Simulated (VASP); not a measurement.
# HfB2 (P6/mmm) in VASP: notebook, part 2 of 2

VASP 6.6.1. The steps go on from the part before.

### 3 Single point, PBEsol

The input, INCAR:

```
PREC     = Accurate       # precision mode
ENCUT    = 520            # plane-wave cutoff, eV
EDIFF    = 1E-6           # SCF threshold, eV
ISMEAR   = -1             # smearing method
SIGMA    = 0.05           # smearing width, eV
LREAL    = False          # projectors in reciprocal space
LASPH    = True           # aspherical terms in the spheres
NELM     = 80             # most SCF steps
ALGO     = Normal         # electronic algorithm
ISIF     = 2              # what is computed and relaxed
LWAVE    = False          # write WAVECAR
LCHARG   = True           # write CHGCAR
GGA      = PS             # functional
LELF     = True           # ELF
LVHAR    = True         
NBANDS   = 15             # bands
```

The input, KPOINTS:

```
Automatic mesh
0
Gamma
  10 10 8
```

The input, POSCAR:

```
HfB2
1.0
    3.0759003814      0.0000000000      0.0000000000
   -1.5379501907      2.6638078698      0.0000000000
    0.0000000000      0.0000000000      3.4089596583
Hf B
1 2
Direct
    0.0000000000      0.0000000000      0.0000000000
    0.6666666667      0.3333333333      0.5000000000
    0.3333333333      0.6666666667      0.5000000000
```

Potentials or basis: VASP PAW PBE potentials, release 64 (Hf_pv, B).

Run with:

```bash
$ cat potpaw_PBE.64/Hf_pv/POTCAR potpaw_PBE.64/B/POTCAR > POTCAR
$ mpirun -np 1 vasp_std > vasp.out
```

OUTCAR:

```text
PREC = Accurate
   ENCUT = 520
   EDIFF = 1E-6
   ISMEAR = -1
   LREAL = False
   LASPH = True
   NELM = 80
   ISIF = 2
   GGA = PS

 ion  position               nearest neighbor table
   1  0.000  0.000  0.000-   2 2.46   3 2.46   2 2.46   3 2.46   3 2.46   3 2.46   2 2.46   2 2.46
                             2 2.46   2 2.46   3 2.46   3 2.46
   2  0.667  0.333  0.500-   3 1.78   3 1.78   3 1.78   1 2.46   1 2.46   1 2.46   1 2.46   1 2.46
                             1 2.46
   3  0.333  0.667  0.500-   2 1.78   2 1.78   2 1.78   1 2.46   1 2.46   1 2.46   1 2.46   1 2.46
                             1 2.46

  LATTYP: Found a hexagonal cell.
 ALAT       =     3.0759003814
 C/A-ratio  =     1.1082802548

  Lattice vectors:

 A1 = (   3.0759003814,   0.0000000000,   0.0000000000)
 A2 = (  -1.5379501907,   2.6638078698,   0.0000000000)
 A3 = (   0.0000000000,   0.0000000000,   3.4089596583)

Analysis of symmetry for initial positions (statically):
=====================================================================
 Subroutine PRICEL returns:
 Original cell was already a primitive cell.

 Routine SETGRP: Setting up the symmetry group for a
 hexagonal supercell.

 Subroutine GETGRP returns: Found 24 space group operations
 (whereof 24 operations were pure point group operations)
 out of a pool of 24 trial point group operations.

The static configuration has the point symmetry D_6h.

Analysis of symmetry for dynamics (positions and initial velocities):
=====================================================================
 Subroutine PRICEL returns:
 Original cell was already a primitive cell.

 Routine SETGRP: Setting up the symmetry group for a
 hexagonal supercell.

 Subroutine GETGRP returns: Found 24 space group operations
 (whereof 24 operations were pure point group operations)
 out of a pool of 24 trial point group operations.

The dynamic configuration has the point symmetry D_6h.

 Subroutine INISYM returns: Found 24 space group operations
 (whereof 24 operations are pure point group operations),
 and found     1 'primitive' translations
[... 122 lines left out ...]
   GGA     = PS    functional components
   LHFCALC =     F    Hartree Fock is set to
   AEXX    =    0.0000 exact exchange contribution
   IVDW    =     0    specifies the selected vdW correction
   LEPSILON=     F    determine dielectric tensor
   LRPA    =     F    only Hartree local field effects (RPA)
 non-spin polarized calculation
  energy-cutoff  :      520.00
  volume of cell :       27.93
 maximum number of plane-waves:       769
 NGX is ok and might be reduce to    24
   NGX = 11   NGY = 11   NGZ = 13

 number of electron      16.0000002 magnetization

 Free energy of the ion-electron system (eV)
  ---------------------------------------------------
  ext. energy  EPLUGINS =         0.00000000
  ---------------------------------------------------
  free energy    TOTEN  =       -27.81365372 eV

  energy without entropy =      -27.81115253  energy(sigma->0) =      -27.81240312

 E-fermi :   7.9005     XC(G=0): -12.9737

 val. band max:        7.8411566363   @ k =   0.2000   0.2000   0.1250
 cond. band min:       8.1568143629   @ k =   0.1000   0.1000   0.2500
 fundamental gap:      0.3156577266
 Fermi energy:         7.9005032905

 k-point     1 :       0.0000    0.0000    0.0000
  band No.  band energies     occupation
      1     -22.3449      2.00000
      2     -21.7567      2.00000
      3     -21.7567      2.00000
      4      -6.0284      2.00000
      5       4.8379      2.00000
      6       5.0251      2.00000
      7       5.0251      2.00000
      8       5.3251      2.00000
      9      12.3531      0.00000
     10      12.3531      0.00000
     11      13.0461      0.00000
     12      13.0461      0.00000
     13      13.3203      0.00000
     14      13.3203      0.00000
[... 401 lines left out ...]
      2     -22.2186      2.00000
      3     -22.0249      2.00000
      4      -2.0926      2.00000
      5      -0.6717      2.00000
      6       3.2688      2.00000
      7       4.1436      2.00000
      8       5.6727      2.00000
      9       9.2928      0.00000
     10      12.4850      0.00000
     11      12.5734      0.00000
     12      14.7987      0.00000
     13      16.1651      0.00000
     14      17.2011      0.00000
     15      19.6570      0.00000

 [... further k-points ...]
[... 5 lines left out ...]
  --------------------------------------------------------------------------------------
  -------------------------------------------------------------------------------------
  Total        2.3984234      2.3984234      1.9613931      0.0000000     -0.0000000      0.0000000
  in kB      137.5749652    137.5749652    112.5066496      0.0000000     -0.0000000      0.0000000
  external PRESSURE =     129.2188600 kB  Pullay stress =       0.0000000 kB

 VOLUME and BASIS-vectors are now :
 -----------------------------------------------------------------------------
  energy-cutoff  :      520.00
  volume of cell :       27.93
      direct lattice vectors                 reciprocal lattice vectors
     3.075900381  0.000000000  0.000000000     0.325108058  0.187701225  0.000000000
    -1.537950191  2.663807870  0.000000000     0.000000000  0.375402450  0.000000000
     0.000000000  0.000000000  3.408959658     0.000000000  0.000000000  0.293344627

 POSITION                                       TOTAL-FORCE (eV/Angst)
 -----------------------------------------------------------------------------------
      0.00000      0.00000      0.00000         0.000000      0.000000      0.000000
      1.53795      0.88794      1.70448        -0.000000      0.000000      0.000000
     -0.00000      1.77587      1.70448         0.000000     -0.000000      0.000000
 -----------------------------------------------------------------------------------
    total drift:                               -0.000000      0.000000      0.000000

  FREE ENERGIE OF THE ION-ELECTRON SYSTEM (eV)
  ---------------------------------------------------
  free  energy   TOTEN  =       -27.8136537159 eV

  energy  without entropy=      -27.8111525276  energy(sigma->0) =      -27.81240312
```

stdout:

```text
POSCAR found type information on POSCAR HfB
 POSCAR found :  2 types and       3 ions
 scaLAPACK will be used
 -----------------------------------------------------------------------------
|                                                                             |
|                                                                             |
|     You enforced a specific xc type in the INCAR file but a different       |
|     I HOPE YOU KNOW WHAT YOU ARE DOING!                                     |
|                                                                             |
 -----------------------------------------------------------------------------

 LDA part: xc-table for (Slater+PW92), standard interpolation
 POSCAR, INCAR and KPOINTS ok, starting setup
 FFT: planning ... GRIDC
 FFT: planning ... GRID_SOFT
 FFT: planning ... GRID
 WAVECAR not read
 entering main loop
```

Wall time 12 s (1 thread of Intel Xeon 6975P-C, shared host); peak memory 0.16 GiB.

Results:

| Item | Value |
| --- | --- |
| Free energy | -27.8137 eV |
| Pressure | 12.9 GPa |
| Band gap on the k mesh | zero (band 8 reaches 8.64 eV, above the bottom of band 9 at 7.76 eV) |

Caveat: the PAW data sets were made with another functional, which shifts forces and pressure a little; spin-orbit coupling is left out, which moves the levels of the heavy elements.

### 4 Single point, LDA

This run uses another cell than the first one, of 9.51 Å³/atom, 1.021 times its volume.

The input, INCAR:

```
ALGO = Normal
EDIFF = 1E-6
ENCUT = 520
GGA = CA
ISIF = 2
ISMEAR = -1
LASPH = T
LCHARG = F
LREAL = F
LWAVE = F
NBANDS = 15
NELM = 100
PREC = Accurate
SIGMA = 0.05
```

The input, KPOINTS:

```
k-points
0
Gamma
  10 10 8
```

The input, POSCAR:

```
HfB2
1.0
    3.0975623654      0.0000000000      0.0000000000
   -1.5487811827      2.6825676982      0.0000000000
    0.0000000000      0.0000000000      3.4329672075
Hf B
1 2
Direct
    0.0000000000      0.0000000000      0.0000000000
    0.6666666667      0.3333333333      0.5000000000
    0.3333333333      0.6666666667      0.5000000000
```

Potentials or basis: VASP PAW LDA potentials, release 64 (Hf_pv, B).

Run with:

```bash
$ cat potpaw_LDA.64/Hf_pv/POTCAR potpaw_LDA.64/B/POTCAR > POTCAR
$ mpirun -np 1 vasp_std > vasp.out
```

Wall time 11 s (1 thread of Intel Xeon 6975P-C, shared host); peak memory 0.15 GiB.

Results (log left out):

```yaml
Free_energy: -28.9517 eV
Pressure: 0.9 GPa
Band_gap_on_the_k_mesh: zero (band 8 reaches 8.58 eV, above the bottom of band 9 at 7.72 eV)
```

Stress tensor (GPa, compression positive):
```
1.18 0.00 0.00
0.00 1.18 0.00
0.00 0.00 0.39
```

Levels at points of the mesh, in eV from the Fermi level:
| k point | band 5 | band 6 | band 7 | band 8 | band 9 | band 10 | band 11 | band 12 |
| --- | --- | --- | --- | --- | --- | --- | --- | --- |
| (0.00, 0.00, 0.00) | -2.98 | -2.84 | -2.84 | -2.54 | 4.28 | 4.28 | 4.95 | 4.95 |
| (0.50, 0.00, 0.00) | -8.73 | -4.13 | -3.29 | -2.85 | 2.38 | 2.93 | 6.01 | 6.07 |
| (0.00, 0.00, 0.50) | -8.31 | -1.04 | -1.04 | 0.44 | 0.44 | 1.12 | 1.12 | 2.40 |
| (0.50, 0.00, 0.50) | -7.27 | -4.95 | -4.69 | -2.33 | 4.44 | 4.52 | 6.64 | 7.71 |

Caveat: spin-orbit coupling is left out, which moves the levels of the heavy elements.

### 5 Single point, LDA

This run uses another cell than the first one, of 9.71 Å³/atom, 1.043 times its volume.

The input, INCAR:

```
SYSTEM = HfB2
PREC = Accurate
ENCUT = 520
EDIFF = 1E-6
ISMEAR = -1
SIGMA = 0.05
LREAL = .False.
LASPH = .True.
NELM = 80
ALGO = Normal
ISIF = 2
LWAVE = .False.
LCHARG = .True.
LELF = .True.
LVHAR = .True.
NBANDS = 15
```

The input, KPOINTS:

```
Automatic mesh
0
Gamma
  10 10 8
  0 0 0
```

The input, POSCAR:

```
HfB2
1.0
    3.1189255395      0.0000000000      0.0000000000
   -1.5594627698      2.7010687497      0.0000000000
    0.0000000000      0.0000000000      3.4566435916
Hf B
1 2
Direct
    0.0000000000      0.0000000000      0.0000000000
    0.6666666667      0.3333333333      0.5000000000
    0.3333333333      0.6666666667      0.5000000000
```

Run with:

```bash
$ cat potpaw_LDA.64/Hf_pv/POTCAR potpaw_LDA.64/B/POTCAR > POTCAR
$ mpirun -np 1 vasp_std > vasp.out
```

Wall time 12 s (1 thread of Intel Xeon 6975P-C, shared host); peak memory 0.15 GiB.

Results (log left out):

```yaml
Free_energy: -28.9449 eV
Pressure: -4.7 GPa
Band_gap_on_the_k_mesh: zero (band 8 reaches 8.39 eV, above the bottom of band 9 at 7.56 eV)
```

Stress tensor (GPa, compression positive):
```
-4.58  0.00  0.00
 0.00 -4.58  0.00
 0.00  0.00 -4.82
```

Levels at points of the mesh, in eV from the Fermi level:
```tsv
k point	band 5	band 6	band 7	band 8	band 9	band 10	band 11	band 12
(0.00, 0.00, 0.00)	-2.93	-2.80	-2.80	-2.55	4.17	4.17	4.83	4.83
(0.50, 0.00, 0.00)	-8.72	-4.06	-3.27	-2.80	2.33	2.85	5.84	5.92
(0.00, 0.00, 0.50)	-8.24	-1.04	-1.04	0.43	0.43	1.09	1.09	2.34
(0.50, 0.00, 0.50)	-7.25	-4.88	-4.63	-2.38	4.32	4.39	6.46	7.49
```

Caveat: spin-orbit coupling is left out, which moves the levels of the heavy elements.

### 6 Summary

```tsv
level	potentials or basis	cell	gap on the mesh (eV)	pressure (GPa)
LDA	VASP PAW LDA potentials, release 64 (Hf_pv, B)	a = 3.076, b = 3.076, c = 3.409 Å, angles 90.0, 90.0, 120.0°, 3 atoms	none	7.1
PBEsol	VASP PAW PBE potentials, release 64 (Hf_pv, B)	a = 3.076, b = 3.076, c = 3.409 Å, angles 90.0, 90.0, 120.0°, 3 atoms	none	12.9
LDA	VASP PAW LDA potentials, release 64 (Hf_pv, B)	a = 3.098, b = 3.098, c = 3.433 Å, angles 90.0, 90.0, 120.0°, 3 atoms	none	0.9
LDA	VASP PAW LDA potentials, release 64 (Hf_pv, B)	a = 3.119, b = 3.119, c = 3.457 Å, angles 90.0, 90.0, 120.0°, 3 atoms	none	-4.7
```

Alike in all rows: task single point; no spin polarisation; k mesh 10 × 10 × 8; cutoff (eV) 520; smearing fermi-dirac 0.05 eV.

Caveats: spin-orbit coupling is left out, which moves the levels of the heavy elements; the PAW data sets were made with another functional, which shifts forces and pressure a little (some runs).

Total energies depend on the potentials used, so only differences within one code and one set of settings carry meaning.
